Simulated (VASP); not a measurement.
# CaO in VASP: a series of runs

The runs below take CaO through single point, with PBE.

Everything below comes from runs of VASP 6.6.1. Logs are shortened: lines on timing, memory, paths and dates and some standing lists are left out, and cuts for length are marked.

### Step 1. The cell of the first run

Symmetry: Fm-3m, No. 225, cubic system. The conventional cell has a = 4.751 Å, b = 4.751 Å, c = 4.751 Å, α = 90.00°, β = 90.00°, γ = 90.00°. Ca (site symmetry m-3m) has 6 O at 2.38 Å within 3.1 Å. Within 3.1 Å of O (site symmetry m-3m) lie 6 Ca at 2.38 Å.

### Step 2. Single point, PBE (strain -0.030 along x and y, -0.030 along z)

File INCAR:

```
SYSTEM = CaO
PREC = Accurate
ENCUT = 520
EDIFF = 1E-6
ISMEAR = 0
SIGMA = 0.05
LREAL = .False.
LASPH = .True.
NELM = 100
ALGO = Normal
ISIF = 2
LWAVE = .False.
LCHARG = .False.
GGA = PE
NBANDS = 15
```

File KPOINTS:

```
regular mesh
0
Gamma
  8 8 8
  0 0 0
```

File POSCAR:

```
CaO
1.0
    0.0000000000      2.3755300000      2.3755300000
    2.3755300000      0.0000000000      2.3755300000
    2.3755300000      2.3755300000      0.0000000000
Ca O
1 1
Direct
    0.0000000000      0.0000000000      0.0000000000
    0.5000000000      0.5000000000      0.5000000000
```

Potentials or basis: VASP PAW PBE potentials, release 64 (Ca_sv, O).

Started as:

```bash
> cat potpaw_PBE.64/Ca_sv/POTCAR potpaw_PBE.64/O/POTCAR > POTCAR
> mpirun -np 1 vasp_std > vasp.out
```

OUTCAR:

```text
SYSTEM = CaO
   PREC = Accurate
   ENCUT = 520
   EDIFF = 1E-6
   ISMEAR = 0
   LREAL = .False.
   LASPH = .True.
   NELM = 100
   ISIF = 2
   GGA = PE

 ion  position               nearest neighbor table
   1  0.000  0.000  0.000-   2 2.38   2 2.38   2 2.38   2 2.38   2 2.38   2 2.38
   2  0.500  0.500  0.500-   1 2.38   1 2.38   1 2.38   1 2.38   1 2.38   1 2.38

  LATTYP: Found a face centered cubic cell.
 ALAT       =     4.7510600000

  Lattice vectors:

 A1 = (   0.0000000000,   2.3755300000,   2.3755300000)
 A2 = (   2.3755300000,   0.0000000000,   2.3755300000)
 A3 = (   2.3755300000,   2.3755300000,   0.0000000000)

Analysis of symmetry for initial positions (statically):
=====================================================================
 Subroutine PRICEL returns:
 Original cell was already a primitive cell.

 Routine SETGRP: Setting up the symmetry group for a
 face centered cubic supercell.

 Subroutine GETGRP returns: Found 48 space group operations
[... 9 lines left out ...]

 Routine SETGRP: Setting up the symmetry group for a
 face centered cubic supercell.

 Subroutine GETGRP returns: Found 48 space group operations
[... 11 lines left out ...]
                                     Primitive cell

  volume of cell :      26.8109

  direct lattice vectors                    reciprocal lattice vectors
     0.000000000  2.375530000  2.375530000    -0.210479346  0.210479346  0.210479346
     2.375530000  0.000000000  2.375530000     0.210479346 -0.210479346  0.210479346
     2.375530000  2.375530000  0.000000000     0.210479346  0.210479346 -0.210479346

  length of vectors
     3.359506744  3.359506744  3.359506744     0.364560921  0.364560921  0.364560921

  position of ions in fractional coordinates (direct lattice)
     0.000000000  0.000000000  0.000000000
     0.500000000  0.500000000  0.500000000

  ion indices of the primitive-cell ions
   primitive index   ion index
                 1           1
                 2           2

----------------------------------------------------------------------------------------

 KPOINTS: regular mesh

Automatic generation of k-mesh.
 Grid dimensions read from file:
 generate k-points for:    8    8    8

 Generating k-lattice:

  Cartesian coordinates                     Fractional coordinates (reciprocal lattice)
    -0.026309918  0.026309918  0.026309918     0.125000000  0.000000000  0.000000000
     0.026309918 -0.026309918  0.026309918     0.000000000  0.125000000  0.000000000
     0.026309918  0.026309918 -0.026309918     0.000000000  0.000000000  0.125000000

  Length of vectors
     0.045570115  0.045570115  0.045570115
[... 59 lines left out ...]
   NFREE  =      0    steps in history (QN), initial steepest desc. (CG)
   ISIF   =      2    stress and relaxation
   ISYM   =      2    0-nonsym 1-usesym 2-fastsym
   POTIM  = 0.5000    time-step for ionic-motion
   TEBEG  =    0.0;   TEEND  =   0.0 temperature during run
   PSTRESS=    0.0 pullay stress
   NELECT =      16.0000    total number of electrons
   NUPDOWN=      -1.0000    fix difference up-down
   EMIN   =  10.00;   EMAX   =-10.00  energy-range for DOS
   EFERMI =   0.00;   METHOD = LEGACY
   ISMEAR =     0;   SIGMA  =   0.05  broadening in eV -4-tet -1-fermi 0-gaus
   EFERMI_NEDOS =   21; number of points for ismear=-14 and -15
   IALGO  =     38    algorithm
   IMIX   =      4    mixing-type and parameters
     AMIX     =   0.40;   BMIX     =  1.00
     AMIX_MAG =   1.60;   BMIX_MAG =  1.00
  volume/ion in A,a.u.               =      13.41        90.46
  Fermi-wavevector in a.u.,A,eV,Ry     =   1.378302  2.604613 25.847201  1.899716
  Thomas-Fermi vector in A             =   2.503376
   LORBIT       =      0    0 simple, 1 ext, 2 COOP (PROOUT), +10 PAW based schemes
   GGA     = PE    functional components
   LHFCALC =     F    Hartree Fock is set to
   AEXX    =    0.0000 exact exchange contribution
   IVDW    =     0    specifies the selected vdW correction
   LEPSILON=     F    determine dielectric tensor
   LRPA    =     F    only Hartree local field effects (RPA)
 non-spin polarized calculation
 Gauss-broadening in eV      SIGMA  =   0.05
  energy-cutoff  :      520.00
  volume of cell :       26.81
 maximum number of plane-waves:       740
 NGX is ok and might be reduce to    28
   NGX = 13   NGY = 13   NGZ = 13

 number of electron      15.9999997 magnetization

 Free energy of the ion-electron system (eV)
  ---------------------------------------------------
  ext. energy  EPLUGINS =         0.00000000
  ---------------------------------------------------
  free energy    TOTEN  =       -12.77437636 eV

  energy without entropy =      -12.77437636  energy(sigma->0) =      -12.77437636

 E-fermi :   2.8361     XC(G=0): -10.6459

 val. band max:        2.5514471756   @ k =   0.0000   0.0000   0.0000
 cond. band min:       6.1736133384   @ k =   0.5000   0.5000   0.0000
 fundamental gap:      3.6221661628
 Fermi energy:         2.8361251680

 k-point     1 :       0.0000    0.0000    0.0000
  band No.  band energies     occupation
      1     -34.9461      2.00000
      2     -15.6829      2.00000
      3     -15.6829      2.00000
      4     -15.6829      2.00000
      5     -13.0491      2.00000
      6       2.5514      2.00000
      7       2.5514      2.00000
      8       2.5514      2.00000
      9       7.5524      0.00000
     10       8.8603      0.00000
     11       8.8603      0.00000
     12       8.8603      0.00000
     13      10.4256      0.00000
     14      10.4256      0.00000
[... 401 lines left out ...]
      2     -16.7035      2.00000
      3     -15.9513      2.00000
      4     -15.8234      2.00000
      5     -12.0214      2.00000
      6       0.4459      2.00000
      7       1.3895      2.00000
      8       1.4452      2.00000
      9       9.4367      0.00000
     10       9.5188      0.00000
     11      11.5117      0.00000
     12      11.7569      0.00000
     13      13.0392      0.00000
     14      14.8123      0.00000
     15      16.8487      0.00000

 [... further k-points ...]
[... 5 lines left out ...]
  --------------------------------------------------------------------------------------
  -------------------------------------------------------------------------------------
  Total        1.0951977      1.0951977      1.0951977      0.0000000     -0.0000000      0.0000000
  in kB       65.4472738     65.4472738     65.4472738      0.0000000     -0.0000000      0.0000000
  external PRESSURE =      65.4472738 kB  Pullay stress =       0.0000000 kB

 VOLUME and BASIS-vectors are now :
 -----------------------------------------------------------------------------
  energy-cutoff  :      520.00
  volume of cell :       26.81
      direct lattice vectors                 reciprocal lattice vectors
     0.000000000  2.375530000  2.375530000    -0.210479346  0.210479346  0.210479346
     2.375530000  0.000000000  2.375530000     0.210479346 -0.210479346  0.210479346
     2.375530000  2.375530000  0.000000000     0.210479346  0.210479346 -0.210479346

 POSITION                                       TOTAL-FORCE (eV/Angst)
 -----------------------------------------------------------------------------------
      0.00000      0.00000      0.00000         0.000000     -0.000000      0.000000
      2.37553      2.37553      2.37553        -0.000000      0.000000     -0.000000
 -----------------------------------------------------------------------------------
    total drift:                                0.000000      0.000000      0.000000

  FREE ENERGIE OF THE ION-ELECTRON SYSTEM (eV)
  ---------------------------------------------------
  free  energy   TOTEN  =       -12.7743763640 eV

  energy  without entropy=      -12.7743763640  energy(sigma->0) =      -12.77437636
```

OSZICAR:

```text
N       E                     dE             d eps       ncg     rms          rms(c)
DAV:   1     0.124961920665E+03    0.12496E+03   -0.83673E+03   870   0.110E+03
DAV:   2    -0.915127884736E+01   -0.13411E+03   -0.12513E+03  1003   0.294E+02
DAV:   3    -0.143593758945E+02   -0.52081E+01   -0.51694E+01  1118   0.596E+01
DAV:   4    -0.144903141681E+02   -0.13094E+00   -0.13090E+00  1130   0.853E+00
DAV:   5    -0.144922538840E+02   -0.19397E-02   -0.19396E-02  1062   0.851E-01    0.857E+00
DAV:   6    -0.128445649942E+02    0.16477E+01   -0.49718E+00   976   0.221E+01    0.349E+00
DAV:   7    -0.127780046441E+02    0.66560E-01   -0.39116E-01  1003   0.658E+00    0.179E+00
DAV:   8    -0.127754424523E+02    0.25622E-02   -0.73561E-02  1129   0.292E+00    0.427E-01
DAV:   9    -0.127737820830E+02    0.16604E-02   -0.46520E-03   891   0.588E-01    0.107E-01
DAV:  10    -0.127743999055E+02   -0.61782E-03   -0.68450E-04  1024   0.239E-01    0.388E-02
DAV:  11    -0.127743769803E+02    0.22925E-04   -0.51249E-05  1081   0.833E-02    0.765E-03
DAV:  12    -0.127743763640E+02    0.61626E-06   -0.66755E-06  1003   0.250E-02
   1 F= -.12774376E+02 E0= -.12774376E+02  d E =-.137994E-17
```

It took 16 s on 1 thread of AMD EPYC 7R43 (Zen 3), shared host; peak memory 0.12 GiB.

Results:

- Free energy: -12.7744 eV
- Pressure: 6.5 GPa
- Band gap on the k mesh: 3.62 eV, indirect (least direct gap 3.99 eV)

Caveat: the cell differs from its parent crystal (strain -0.030 along x and y, -0.030 along z). A k mesh can miss the band edges.

### Step 3. Single point, PBE (strain -0.015 along x and y, -0.015 along z)

File INCAR:

```
PREC     = Accurate       # precision mode
ENCUT    = 520            # plane-wave cutoff, eV
EDIFF    = 1E-6           # SCF threshold, eV
ISMEAR   = 0              # smearing method
SIGMA    = 0.05           # smearing width, eV
LREAL    = False          # projectors in reciprocal space
LASPH    = True           # aspherical terms in the spheres
NELM     = 100            # most SCF steps
ALGO     = Normal         # electronic algorithm
ISIF     = 2              # what is computed and relaxed
LWAVE    = False          # write WAVECAR
LCHARG   = False          # write CHGCAR
GGA      = PE             # functional
NBANDS   = 15             # bands
```

File KPOINTS:

```
regular mesh
0
Gamma
  8 8 8
```

File POSCAR:

```
CaO
1.0
    0.0000000000      2.4122650000      2.4122650000
    2.4122650000      0.0000000000      2.4122650000
    2.4122650000      2.4122650000      0.0000000000
Ca O
1 1
Direct
    0.0000000000      0.0000000000      0.0000000000
    0.5000000000      0.5000000000      0.5000000000
```

Potentials or basis: VASP PAW PBE potentials, release 64 (Ca_sv, O).

Started as:

```bash
> cat potpaw_PBE.64/Ca_sv/POTCAR potpaw_PBE.64/O/POTCAR > POTCAR
> mpirun -np 1 vasp_std > vasp.out
```

Run time: 17 s. Hardware: 1 thread of AMD EPYC 7R43 (Zen 3), shared host; peak memory 0.13 GiB.

The run converged. Its results:

```yaml
Free_energy: -12.8047 eV
Pressure: 1.0 GPa
Band_gap_on_the_k_mesh: 3.64 eV, indirect (least direct gap 4.01 eV)
```

Levels at points of the mesh, in eV from the valence-band top:
| k point | band 5 | band 6 | band 7 | band 8 | band 9 | band 10 | band 11 | band 12 |
| --- | --- | --- | --- | --- | --- | --- | --- | --- |
| (0.00, 0.00, 0.00) | -15.51 | 0.00 | 0.00 | 0.00 | 4.62 | 6.20 | 6.20 | 6.20 |
| (0.50, 0.00, 0.00) | -14.36 | -2.61 | -1.18 | -1.18 | 7.00 | 8.29 | 8.29 | 8.42 |
| (0.50, 0.50, 0.00) | -15.27 | -1.31 | -0.38 | -0.38 | 3.64 | 7.96 | 8.83 | 9.46 |

Caveat: the cell differs from its parent crystal (strain -0.015 along x and y, -0.015 along z). A k mesh can miss the band edges.

### Step 4. Single point, PBE (strain +0.030 along x and y, +0.030 along z)

File INCAR:

```
ALGO = Normal ; EDIFF = 1E-6
ENCUT = 520 ; GGA = PE
ISIF = 2 ; ISMEAR = 0
LASPH = True ; LCHARG = False
LREAL = False ; LWAVE = False
NBANDS = 15 ; NELM = 80
PREC = Accurate ; SIGMA = 0.05
```

File KPOINTS:

```
k-points
0
Gamma
  8 8 8
```

File POSCAR:

```
CaO
1.0
    0.0000000000      2.5224700000      2.5224700000
    2.5224700000      0.0000000000      2.5224700000
    2.5224700000      2.5224700000      0.0000000000
Ca O
1 1
Direct
    0.0000000000      0.0000000000      0.0000000000
    0.5000000000      0.5000000000      0.5000000000
```

Started as:

```bash
> cat potpaw_PBE.64/Ca_sv/POTCAR potpaw_PBE.64/O/POTCAR > POTCAR
> mpirun -np 1 vasp_std > vasp.out
```

Wall time 19 s (1 thread of AMD EPYC 7R43 (Zen 3), shared host); peak memory 0.12 GiB.

The run converged. Its results:

- Free energy: -12.6773 eV
- Pressure: -10.0 GPa
- Band gap on the k mesh: 3.63 eV, indirect (the least direct gap lies 5.0 meV higher)

Levels at points of the mesh, in eV from the valence-band top:
| k point | band 6 | band 7 | band 8 | band 9 | band 10 | band 11 |
| --- | --- | --- | --- | --- | --- | --- |
| (0.00, 0.00, 0.00) | 0.00 | 0.00 | 0.00 | 3.63 | 5.84 | 5.84 |
| (0.50, 0.00, 0.00) | -2.31 | -0.95 | -0.95 | 6.38 | 7.44 | 7.57 |
| (0.50, 0.50, 0.00) | -1.32 | -0.39 | -0.39 | 3.63 | 7.02 | 8.07 |

Caveat: the cell differs from its parent crystal (strain +0.030 along x and y, +0.030 along z). A k mesh can miss the band edges.

### Step 5. Single point, PBE (strain +0.015 along x and y, +0.015 along z)

File INCAR:

```
SYSTEM = CaO
  PREC = Accurate
  ENCUT = 520
  EDIFF = 1E-6
  ISMEAR = 0
  SIGMA = 0.05
  LREAL = .False.
  LASPH = .True.
  NELM = 100
  ALGO = Normal
  ISIF = 2
  LWAVE = .False.
  LCHARG = .False.
  GGA = PE
  NBANDS = 15
```

File KPOINTS:

```
regular mesh
0
Gamma
  8 8 8
  0 0 0
```

File POSCAR:

```
CaO
1.0
    0.0000000000      2.4857350000      2.4857350000
    2.4857350000      0.0000000000      2.4857350000
    2.4857350000      2.4857350000      0.0000000000
Ca O
1 1
Direct
    0.0000000000      0.0000000000      0.0000000000
    0.5000000000      0.5000000000      0.5000000000
```

Started as:

```bash
> cat potpaw_PBE.64/Ca_sv/POTCAR potpaw_PBE.64/O/POTCAR > POTCAR
> mpirun -np 1 vasp_std > vasp.out
```

Wall time 20 s (1 thread of AMD EPYC 7R43 (Zen 3), shared host); peak memory 0.12 GiB.

The run converged. Its results:

* Free energy: -12.7508 eV
* Pressure: -7.2 GPa
* Band gap on the k mesh: 3.64 eV, indirect (least direct gap 3.94 eV)

Levels at points of the mesh, in eV from the valence-band top:
```csv
k point,band 6,band 7,band 8,band 9,band 10,band 11
"(0.00, 0.00, 0.00)",0.00,0.00,0.00,3.94,5.96,5.96
"(0.50, 0.00, 0.00)",-2.41,-1.02,-1.02,6.58,7.75,7.80
"(0.50, 0.50, 0.00)",-1.32,-0.39,-0.39,3.64,7.32,8.32
```

Caveat: the cell differs from its parent crystal (strain +0.015 along x and y, +0.015 along z). A k mesh can miss the band edges.

[end of part 1 of 2]
